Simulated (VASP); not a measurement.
Write the native input for VASP 6.6.1 that does the following.

* Task: single point
* Functional: PBE
* Potentials or basis: VASP PAW PBE potentials, release 64 (C)
* Cutoff: 520 eV
* k mesh: 12 × 12 × 2
* Occupations: gaussian, width 0.05 eV
* Spin: no spin polarisation
* Dipole correction: no
* Further INCAR settings: ALGO = Normal; EDIFF = 1e-06; NBANDS = 36

The structure of C lies in POSCAR:

```
C
1.0
    2.5205457478      0.0000000000      0.0000000000
   -1.2602728739      2.1828566490      0.0000000000
    0.0000000000      0.0000000000     11.9630000000
C
12
Direct
    0.0000000000      0.0000000000      0.1868593266
    0.0000000000      0.0000000000      0.6868593266
    0.0000000000      0.0000000000      0.3131406734
    0.0000000000      0.0000000000      0.8131406734
    0.3333333333      0.6666666667      0.5207665411
    0.6666666667      0.3333333333      0.0207665411
    0.3333333333      0.6666666667      0.9792334589
    0.6666666667      0.3333333333      0.4792334589
    0.3333333333      0.6666666667      0.6450950823
    0.6666666667      0.3333333333      0.1450950823
    0.3333333333      0.6666666667      0.8549049177
    0.6666666667      0.3333333333      0.3549049177
```

These files were run (other wordings do the same):

INCAR

```
SYSTEM = C
PREC = Accurate
ENCUT = 520
EDIFF = 1E-6
ISMEAR = 0
SIGMA = 0.05
LREAL = .False.
LASPH = .True.
NELM = 100
ALGO = Normal
ISIF = 2
LWAVE = .False.
LCHARG = .False.
GGA = PE
NBANDS = 36
```

KPOINTS

```
regular mesh
0
Gamma
  12 12 2
  0 0 0
```

Potentials or basis: VASP PAW PBE potentials, release 64 (C).

Run with:

```bash
$ cat potpaw_PBE.64/C/POTCAR > POTCAR
$ mpirun -np 1 vasp_std > vasp.out
```

Results of the run:

```json
{
  "Pressure": "19.5 GPa",
  "Largest force": "0.322 eV/Å",
  "Band gap on the k mesh": "4.16 eV (least direct gap 5.02 eV)"
}
```

Caveat: the cell stands under pressure.

Run time: 78 s on 1 thread of Intel(R) Xeon(R) Platinum 8259CL CPU @ 2.50GHz (Skylake/Cascade Lake) (shared host), peak memory 0.2 GiB.
